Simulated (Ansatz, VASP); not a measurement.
# SrCl2 in VASP and in Ansatz

```
Sr Cl
1.0
     0.03485    3.48550    3.48550
     3.48550    0.03485    3.48550
     3.52035    3.52035    0.00000
Sr Cl
1 2
Direct
  0.00000 0.00000 0.00000
  0.25000 0.25000 0.25000
  0.75000 0.75000 0.75000
```

Change from the starting cell: xy shear strain of +2 %, crystal datasets.

Alike in both runs: task electric field gradients; functional PBE; k mesh 8 × 8 × 8; occupations fermi-dirac, width 0.01 eV; no spin polarisation.

|  | VASP | Ansatz |
| --- | --- | --- |
| version | VASP 6.6.1 | Ansatz 0.2.0 |
| potentials or method | VASP PAW PBE potentials, release 64 (Sr_sv, Cl), cutoff 520 eV | all-electron PAW with datasets made for the crystal, scalar-relativistic |

VASP gave:

- gap on the k mesh at the Fermi level (eV): 5.35
- pressure (GPa): 1.2
- traceless stress, the component that is largest in VASP (GPa): -0.31
- rms of the force components (eV/Å): 0.024
- size of Vzz on the site where it differs most (V/Å²): 0.1

Q: Which values does Ansatz return?

A: gap on the k mesh at the Fermi level (eV): 5.35; pressure (GPa): 1.1; traceless stress, the component that is largest in VASP (GPa): -0.30; rms of the force components (eV/Å): 0.023; size of Vzz on the site where it differs most (V/Å²): 0.1.

Atom by atom the forces differ by 0.001 eV/Å (rms over components). Ansatz ran all-electron here, and VASP with PAW potentials.
